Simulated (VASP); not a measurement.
## C: single point with PBE

The system is C.

```
C
1.0
     2.45507    0.00000    0.00000
    -1.22753    2.12615    0.00000
     0.00000    0.00000    8.71982
C
8
Cartesian
  0.0000 0.0000 0.8107
  0.0000 0.0000 5.1706
  0.0000 0.0000 3.5492
  0.0000 0.0000 7.9092
  0.0000 1.4174 1.3562
  1.2275 0.7087 5.7161
  0.0000 1.4174 3.0037
  1.2275 0.7087 7.3636
```

This cell differs from its parent crystal: strain -0.025 along x and y, +0.050 along z.

```yaml
Program: VASP 6.6.1
Task: single point
Functional: PBE
Potentials_or_basis: VASP PAW PBE potentials, release 64 (C)
Cutoff: 520 eV
k_mesh: 12 × 12 × 4
Occupations: gaussian, width 0.05 eV
Spin: no spin polarisation
Dipole_correction: no
Further_INCAR_settings: ALGO = Normal; EDIFF = 1e-06; NBANDS = 26
```

The pressure is 4.4 GPa and the largest force is 0.146 eV/Å. The band gap on the k mesh is 3.50 eV, direct.

Forces in eV/Å, atoms in the order of the input:
```
C    0.000  0.000  0.146
C    0.000  0.000  0.146
C    0.000  0.000 -0.146
C    0.000  0.000 -0.146
C    0.000  0.000 -0.082
C    0.000  0.000 -0.082
C    0.000  0.000  0.082
C    0.000  0.000  0.082
```

Stress tensor (GPa, compression positive):
```
 32.74   0.00   0.00
  0.00  32.74   0.00
  0.00   0.00 -52.20
```

Levels at points of the mesh, in eV from the valence-band top:
| k point | band 13 | band 14 | band 15 | band 16 | band 17 | band 18 | band 19 | band 20 |
| --- | --- | --- | --- | --- | --- | --- | --- | --- |
| (0.00, 0.00, 0.00) | -1.30 | -0.43 | 0.00 | 0.00 | 3.50 | 6.08 | 6.08 | 7.58 |
| (0.50, 0.00, 0.00) | -4.81 | -4.73 | -3.81 | -3.25 | 4.50 | 5.34 | 5.57 | 6.52 |
| (0.00, 0.00, 0.50) | -0.46 | -0.46 | -0.46 | -0.46 | 5.99 | 5.99 | 6.66 | 6.66 |
| (0.50, 0.00, 0.50) | -4.76 | -4.76 | -3.76 | -3.76 | 5.76 | 5.76 | 6.01 | 6.01 |

Wall time 49 s on 1 thread of AMD EPYC 9R45 (Zen 5), on a shared host, peak memory 0.14 GiB.

Caveat: the cell differs from its parent crystal (strain -0.025 along x and y, +0.050 along z). A k mesh can miss the band edges.
